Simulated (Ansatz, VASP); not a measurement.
# Two plane-wave programs on KI

INCAR

```
SYSTEM = KI
  PREC = Accurate
  ENCUT = 520
  EDIFF = 1E-7
  ISMEAR = 0
  SIGMA = 0.01
  LREAL = .False.
  LASPH = .True.
  NELM = 60
  ALGO = Normal
  ISIF = 2
  LWAVE = .False.
  LCHARG = .False.
  GGA = PE
  NBANDS = 15
```

File KPOINTS:

```
Automatic mesh
0
Gamma
  6 6 6
  0 0 0
```

Contents of POSCAR:

```
KI
1.0
    0.0000000000      3.5881815220      3.5881815220
    3.5881815220      0.0000000000      3.5881815220
    3.5881815220      3.5881815220      0.0000000000
K I
1 1
Direct
    0.0000000000      0.0000000000      0.0000000000
    0.5000000000      0.5000000000      0.5000000000
```

Input for Ansatz:

```yaml
crystal:
  lattice:
    - [0.0, 3.588181522, 3.588181522]
    - [3.588181522, 0.0, 3.588181522]
    - [3.588181522, 3.588181522, 0.0]
  atoms:
    - { symbol: K, position: [0.0, 0.0, 0.0] }
    - { symbol: I, position: [0.5, 0.5, 0.5] }
kpoints:
  mp_grid: { grid: [6, 6, 6] }
hamiltonian:
  xc: pbe
scf:
  occupations: { method: fixed }
  n_extra_bands: 4
output:
  forces: true
  stress: true
  eigenvalues: true
```

Alike in both runs: task single point; functional PBE; k mesh 6 × 6 × 6; no spin polarisation.

|  | VASP | Ansatz |
| --- | --- | --- |
| version | VASP 6.6.1 | Ansatz 0.2.0 |
| potentials or method | VASP PAW PBE potentials, release 64 (K_sv, I) | plane waves, PAW |
| plane-wave cutoff (eV) | 520 | 420 |
| occupations | gaussian, width 0.01 eV | fixed |
| valence electrons in the cell | 16 | 26 |

|  | VASP | Ansatz | Ansatz less VASP |
| --- | --- | --- | --- |
| gap on the k mesh at the Fermi level (eV) | 3.86 | 3.86 | +0.004 |
| pressure (GPa) | 0.0 | 0.0 | -0.02 |

VASP's potentials hold 16 valence electrons a cell and Ansatz's 26, so a difference there can come from the potentials and not from the codes.

Spin-orbit coupling is off throughout.
